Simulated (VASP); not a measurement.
Wanted: the native input for a VASP 6.6.1 run.

```
Task                   : single point
Functional             : PBEsol
Potentials or basis    : VASP PAW PBE potentials, release 64 (Al, Co)
Cutoff                 : 520 eV
k mesh                 : 24 × 24 × 24
Occupations            : gaussian, width 0.15 eV
Spin                   : no spin polarisation
Dipole correction      : no
Further INCAR settings : ALGO = Fast; EDIFF = 1e-06; NBANDS = 13
```

The structure of AlCo lies in POSCAR:

```
AlCo
1.0
    2.9797109466      0.0000000000      0.0000000000
    0.0000000000      2.9797109466      0.0000000000
    0.0000000000      0.0000000000      2.5327543046
Al Co
1 1
Direct
    0.0000000000      0.0000000000      0.0000000000
    0.5000000000      0.5000000000      0.5000000000
```

This cell differs from its parent crystal: ratio of the length along z to the lengths across it x 0.85, volume and fractional coordinates fixed.

One way to write it, as run:

INCAR

```
SYSTEM = AlCo
  PREC = Accurate
  ENCUT = 520
  EDIFF = 1E-6
  ISMEAR = 0
  SIGMA = 0.15
  LREAL = .False.
  LASPH = .True.
  NELM = 100
  ALGO = Fast
  ISIF = 2
  LWAVE = .False.
  LCHARG = .False.
  GGA = PS
  NBANDS = 13
```

KPOINTS

```
Automatic mesh
0
Gamma
  24 24 24
  0 0 0
```

Potentials or basis: VASP PAW PBE potentials, release 64 (Al, Co).

Launch:

```sh
$ cat potpaw_PBE.64/Al/POTCAR potpaw_PBE.64/Co/POTCAR > POTCAR
$ mpirun -np 1 vasp_std > vasp.out
```

Results of the run:

```
Pressure               : 3.7 GPa
Band gap on the k mesh : zero (bands 6 and 7 overlap by 2.86 eV)
```

Caveat: the cell stands under pressure; the PAW data sets were made with another functional, which shifts forces and pressure a little; the run has no spin polarisation, though such a crystal can be magnetic.

It took 94 s on 1 thread of Intel(R) Xeon(R) 6975P-C (Granite Rapids) (shared host), peak memory 0.46 GiB.
